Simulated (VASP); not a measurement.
A run of VASP 6.6.1 is set up as follows.

Contents of POSCAR:

```
InP3
1.0
    3.8911589216      2.2465616508      3.0997117923
   -3.8911589216      2.2465616508      3.0997117923
    0.0000000000     -4.4931233017      3.0997117923
In P
2 6
Direct
    0.2702520051      0.2702520051      0.2702520051
    0.7297479949      0.7297479949      0.7297479949
    0.7982893833      0.2446976833      0.7982893833
    0.7982893833      0.7982893833      0.2446976833
    0.2446976833      0.7982893833      0.7982893833
    0.2017106167      0.7553023167      0.2017106167
    0.7553023167      0.2017106167      0.2017106167
    0.2017106167      0.2017106167      0.7553023167
```

Contents of INCAR.step1:

```
PREC = Accurate ; ENCUT = 550
ISMEAR = 0 ; SIGMA = 0.15
LREAL = F ; LASPH = T
NELM = 120 ; NBANDS = 38
GGA = PE ; ALGO = Normal
EDIFF = 1E-5 ; LWAVE = T
LCHARG = F ; GGA_COMPAT = F
```

File INCAR.step2:

```
PREC = Accurate ; ENCUT = 550
EDIFF = 1E-6 ; ISMEAR = 0
SIGMA = 0.15 ; LREAL = F
LASPH = T ; NELM = 120
ALGO = Normal ; ISIF = 2
LWAVE = F ; LCHARG = F
METAGGA = R2SCAN ; LMIXTAU = T
NBANDS = 38 ; ISTART = 1
GGA_COMPAT = F
```

Contents of KPOINTS:

```
Automatic mesh
0
Gamma
  6 6 6
```

Potentials or basis: VASP PAW PBE potentials, release 64 (In_d, P).

Command:

```sh
$ cat potpaw_PBE.64/In_d/POTCAR potpaw_PBE.64/P/POTCAR > POTCAR
$ cp INCAR.step1 INCAR
$ mpirun -np 1 vasp_std > vasp.out
$ cp INCAR.step2 INCAR
$ mpirun -np 1 vasp_std > vasp.out
```

Estimate the pressure.

-1.9 GPa.

What does it give for the band gap on the k mesh?

Zero (bands 28 and 29 overlap by 0.32 eV).

Stress tensor (GPa, compression positive):
```
-5.10  0.00  0.00
 0.00 -5.10  0.00
 0.00  0.00  4.40
```

Caveat: the cell differs from its parent crystal (strain +0.040 along x and y, -0.080 along z); the stress differs along the axes, from -5 to 4 GPa; semilocal functionals underestimate gaps, and a narrow one can read as zero; the PAW data sets were made with another functional, which shifts forces and pressure a little; spin-orbit coupling is left out, which moves the levels of the heavy elements.
